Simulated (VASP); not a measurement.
Write the native input for VASP 6.6.1 that does the following.

- Task: single point
- Functional: PBEsol
- Potentials or basis: VASP PAW PBE potentials, release 64 (K_sv, Cl)
- Cutoff: 520 eV
- k mesh: 6 × 6 × 6
- Occupations: gaussian, width 0.05 eV
- Spin: no spin polarisation
- Dipole correction: no
- Further INCAR settings: ALGO = Normal; EDIFF = 1e-06; NBANDS = 15

The structure of KCl lies in POSCAR:

```
KCl
1.0
    3.8391960000      0.0000000000      0.0000000000
    0.0000000000      3.8391960000      0.0000000000
    0.0000000000      0.0000000000      3.8391960000
K Cl
1 1
Direct
    0.0000000000      0.0000000000      0.0000000000
    0.4815819046      0.4815819046      0.4479057594
```

This cell differs from its parent crystal: atom 2 (Cl) moved by (-0.100, -0.200) A along [1 1 0] and z.

One way to write it, as run:

INCAR

```
SYSTEM = KCl
ALGO = Normal
EDIFF = 1E-6
ENCUT = 520
GGA = PS
ISIF = 2
ISMEAR = 0
LASPH = .TRUE.
LCHARG = .FALSE.
LREAL = .FALSE.
LWAVE = .FALSE.
NBANDS = 15
NELM = 80
PREC = Accurate
SIGMA = 0.05
```

KPOINTS

```
k-points
0
G
  6 6 6
  0 0 0
```

Potentials or basis: VASP PAW PBE potentials, release 64 (K_sv, Cl).

Command:

```bash
$ cat potpaw_PBE.64/K_sv/POTCAR potpaw_PBE.64/Cl/POTCAR > POTCAR
$ mpirun -np 1 vasp_std > vasp.out
```

Results of the run:

* Pressure: -1.1 GPa
* Largest force: 0.126 eV/Å
* Band gap on the k mesh: 4.64 eV (least direct gap 4.84 eV)

Caveat: the cell differs from its parent crystal (atom 2 (Cl) moved by (-0.100, -0.200) A along [1 1 0] and z); the PAW data sets were made with another functional, which shifts forces and pressure a little.

Wall time 23 s on 1 thread of Intel(R) Xeon(R) 6975P-C (Granite Rapids) (shared host), peak memory 0.2 GiB.
